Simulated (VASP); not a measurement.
## CdBr: single point with PBE

CdBr:

```xyz
2
Lattice="3.3407 0.0000 0.0000 0.0000 3.3407 0.0000 0.0000 0.0000 4.8112" Properties=species:S:1:pos:R:3 pbc="T T T"
Cd    0.0000    0.0000    0.0000
Br    1.6703    1.6703    2.4056
```

```yaml
Program: VASP 6.6.1
Task: single point
Functional: PBE
Potentials_or_basis: VASP PAW PBE potentials, release 64 (Cd, Br)
Cutoff: 520 eV
k_mesh: 8 × 8 × 6
Occupations: fermi-dirac, width 0.05 eV
Spin: no spin polarisation
```

```json
{
  "Pressure": "0.7 GPa",
  "Band gap on the k mesh": "zero (an odd number of electrons rules out a gap without spin polarisation)"
}
```

Stress tensor (GPa, compression positive):
```
 4.19  0.00  0.00
 0.00  4.19  0.00
 0.00  0.00 -6.25
```

Levels at points of the mesh, in eV from the Fermi level:
```
           k point  band 7  band 8  band 9  band 10  band 11  band 12
(0.00, 0.00, 0.00)   -3.67   -3.50   -0.72    -0.72     6.65     7.04
(0.50, 0.00, 0.00)   -4.82   -2.28   -0.16     0.71     0.78     3.78
(0.50, 0.50, 0.00)   -3.63   -3.63   -1.92     1.00     3.81     3.81
(0.00, 0.00, 0.50)   -5.99   -0.56   -0.56     0.91     3.12     8.31
(0.50, 0.00, 0.50)   -4.39   -3.74   -1.47    -0.17     3.60     7.19
(0.50, 0.50, 0.50)   -3.14   -3.14   -2.08     1.98     2.01     2.01
```

Wall time 27 s on 1 thread of AMD EPYC 9R45 96-Core Processor (Zen 5), with other jobs on the host, peak memory 0.17 GiB.

Caveat: an odd number of electrons without spin polarisation forces a metal; a magnetic or distorted state may lie lower.
